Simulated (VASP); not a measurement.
Set up this calculation in VASP 6.6.1, as the native input.

- Task: single point
- Functional: LDA
- Potentials or basis: VASP PAW LDA potentials, release 64 (Al, Ni)
- Cutoff: 520 eV
- k mesh: 16 × 16 × 14
- Occupations: fermi-dirac, width 0.15 eV
- Spin: no spin polarisation
- Dipole correction: no
- Further INCAR settings: ALGO = Normal; EDIFF = 1e-06; NBANDS = 14

The structure of AlNi lies in POSCAR:

```
AlNi
1.0
    2.0161294069     -2.0161294069      0.0000000000
    2.0161294069      2.0161294069      0.0000000000
    0.0000000000      0.0000000000      2.8539096989
Al Ni
1 1
Direct
    0.0000000000      0.0000000000      0.0000000000
    0.5000000000      0.5000000000      0.5000000000
```

This cell differs from its parent crystal: volume scaled by 1.02, then relaxed in part.

The input as run:

INCAR

```
SYSTEM = AlNi
PREC = Accurate
ENCUT = 520
EDIFF = 1E-6
ISMEAR = -1
SIGMA = 0.15
LREAL = .False.
LASPH = .True.
NELM = 80
ALGO = Normal
ISIF = 2
LWAVE = .False.
LCHARG = .True.
GGA = CA
LELF = .True.
LVHAR = .True.
NBANDS = 14
```

KPOINTS

```
regular mesh
0
Gamma
  16 16 14
  0 0 0
```

Potentials or basis: VASP PAW LDA potentials, release 64 (Al, Ni).

The run is started by

```sh
$ cat potpaw_LDA.64/Al/POTCAR potpaw_LDA.64/Ni/POTCAR > POTCAR
$ mpirun -np 1 vasp_std > vasp.out
```

Results of the run:

* Pressure: -3.1 GPa

It took 2.6 min on 1 thread of AMD EPYC 7R13, on a shared host, peak memory 0.2 GiB.
